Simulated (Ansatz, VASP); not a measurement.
# Two plane-wave programs on Sr

```xyz
2
Lattice="4.8096 0.0000 0.0000 0.0000 4.8096 0.0000 0.0000 0.0000 4.9539" Properties=species:S:1:pos:R:3 pbc="T T T"
Sr    0.0000    0.0000    0.0000
Sr    2.4048    2.4048    2.4769
```

Change from the starting cell: strain along c alone, the other axes held, atoms relaxed: +3.0 %.

Alike in both runs: task single point; functional r2SCAN; k mesh 10 × 10 × 10; occupations gaussian, width 0.1 eV; no spin polarisation.

|  | VASP | Ansatz |
| --- | --- | --- |
| version | VASP 6.6.1 | Ansatz 0.2.0 |
| potentials or method | VASP PAW PBE potentials, release 64 (Sr_sv), cutoff 520 eV | scalar-relativistic, plane waves, PAW |
| valence electrons in the cell | 20 | 20 |

```csv
,VASP,Ansatz,Ansatz less VASP
gap on the k mesh at the Fermi level (eV),none,none,-
pressure (GPa),-0.3,-0.3,0.00
```

VASP's potentials were made for PBE, not for r2SCAN. A gap of «none» marks a metal or a gap that the smearing closes. The functional is the same, so the differences come from potentials, cutoffs and numerics.
